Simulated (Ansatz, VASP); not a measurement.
**One calculation of Pt, two programs**

Contents of POSCAR:

```
Pt
1.0
    2.8088969673      0.0000000000      0.0000000000
   -1.4044484836      2.4325762449      0.0000000000
    0.0000000000      0.0000000000      4.8758562823
Pt
2
Direct
    0.6666666667      0.3333333333      0.7500000000
    0.3333333333      0.6666666667      0.2500000000
```

File INCAR.step1:

```
ALGO = Normal
EDIFF = 1E-5
ENCUT = 550
GGA = PE
GGA_COMPAT = False
ISMEAR = -1
LASPH = True
LCHARG = False
LREAL = False
LWAVE = True
NBANDS = 25
NELM = 120
PREC = Accurate
SIGMA = 0.1
```

File INCAR.step2:

```
ALGO = Normal
EDIFF = 1E-6
ENCUT = 550
GGA_COMPAT = False
ISIF = 2
ISMEAR = -1
ISTART = 1
LASPH = True
LCHARG = False
LMIXTAU = True
LREAL = False
LWAVE = False
METAGGA = R2SCAN
NBANDS = 25
NELM = 120
PREC = Accurate
SIGMA = 0.1
```

File KPOINTS:

```
k-points
0
Gamma
  10 10 5
```

Input for Ansatz:

```yaml
crystal:
  lattice:
    - [2.80889696727096, 0.0, 0.0]
    - [-1.40444848363548, 2.432576244873586, 0.0]
    - [0.0, 0.0, 4.875856282272486]
  atoms:
    - { symbol: Pt, position: [0.6666666666666666, 0.3333333333333333, 0.75] }
    - { symbol: Pt, position: [0.3333333333333333, 0.6666666666666666, 0.25] }
basis:
  ecutwfc: 761.918814887664
  xc_grid: 3
kpoints:
  mp_grid:
    grid: [10, 10, 5]
hamiltonian:
  xc: r2scan
scf:
  convergence:
    dr2_threshold: 1.0e-05
  mixing:
    algorithm: broyden
    beta: 0.4
    ndim: 12
  occupations:
    method: fermi_dirac
    width: 0.1
output:
  stress: true
```

Alike in both runs: task single point; functional r2SCAN; k mesh 10 × 10 × 5; occupations fermi-dirac, width 0.1 eV; no spin polarisation.

|  | VASP | Ansatz |
| --- | --- | --- |
| version | VASP 6.6.1 | Ansatz 0.2.0 |
| potentials or method | VASP PAW PBE potentials, release 64 (Pt_sv_GW), cutoff 550 eV | plane waves, PAW |
| valence electrons in the cell | 36 | 36 |

```tsv
	VASP	Ansatz	Ansatz less VASP
pressure (GPa)	-18.3	-16.5	+1.84
traceless stress, the component that is largest in VASP (GPa)	1.32	1.30	-0.020
```

VASP's potentials were made for PBE, not for r2SCAN. With one functional, cell and mesh, what is left measures potentials, basis and numerics. Ansatz's warnings: stress scf threshold loose.

Neither program's run includes spin-orbit coupling.
